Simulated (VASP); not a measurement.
Runs of VASP 6.6.1 on HoMoN2. The structure is that of space group P4/mmm (No. 123), or close to it. The cells are those of the table. 

```csv
cell,gap on the mesh (eV),pressure (GPa)
"a = 4.030, b = 4.030, c = 3.337 Å, 4 atoms",none,-9.1
"a = 3.989, b = 3.989, c = 3.213 Å, 4 atoms",none,0.3
"a = 4.010, b = 4.010, c = 3.275 Å, 4 atoms",none,-4.8
"a = 4.056, b = 4.056, c = 3.420 Å, 4 atoms",none,(a)
```

Alike in all rows: task single point; level PBE; potentials or basis VASP PAW PBE potentials, release 64 (Ho_3, Mo_sv, N), 4f in core; no spin polarisation; k mesh 10 × 10 × 12; cutoff (eV) 600; smearing gaussian 0.1 eV.

Question: Estimate the missing entries.

Answer: (a) -13.8.

Caveats: spin-orbit coupling is left out, which moves the levels of the heavy elements; the 4f electrons are frozen in the core, so they carry no moment and show no levels; the run has no spin polarisation, though such a crystal can be magnetic; the cell stands under tension (at least some runs).

A k mesh can miss the band edges, and the runs leave out spin-orbit coupling on Ho, Mo.

A gap of «none» marks levels without a gap at the run's occupations.
